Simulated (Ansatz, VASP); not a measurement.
**B: VASP beside Ansatz**

```
B
1.0
     0.00768   -0.01246   -1.63233
     2.21270   -3.40686   -0.03390
    -6.77020   -3.49476   -0.00366
B
6
Direct
  0.91540 0.27904 0.52415
  0.92482 0.05403 0.86850
  0.40852 0.44615 0.96485
  0.41795 0.22076 0.30914
  0.42838 0.97438 0.65075
  0.90494 0.52564 0.18262
```

Change from the starting cell: omega type (P6/mmm, No. 191); cell x2, atoms moved at random (sigma 0.1 Å) and cell strained at random (1.5 %), then relaxed without symmetry.

Alike in both runs: functional PBEsol; k mesh 14 × 6 × 4; occupations gaussian, width 0.1 eV; no spin polarisation.

Ansatz relaxed the structure, and its values are those at the end. VASP's run is a single point on that final structure, the one shown.

|  | VASP | Ansatz |
| --- | --- | --- |
| version | VASP 6.6.1 | Ansatz 0.2.0 |
| potentials or method | VASP PAW PBE potentials, release 64 (B), cutoff 520 eV | scalar-relativistic, plane waves, PAW |
| valence electrons in the cell | 18 | 18 |

VASP gave:

| Item | Value |
| --- | --- |
| gap on the k mesh at the Fermi level (eV) | none |
| pressure (GPa) | 0.2 |
| rms of the force components (eV/Å) | 0.005 |

Q: What did Ansatz give for the same quantities?

A: gap on the k mesh at the Fermi level (eV): none; pressure (GPa): 0.0; rms of the force components (eV/Å): 0.002.

VASP's potentials were made for PBE, not for PBEsol. A gap of «none» marks a metal or a gap that the smearing closes.
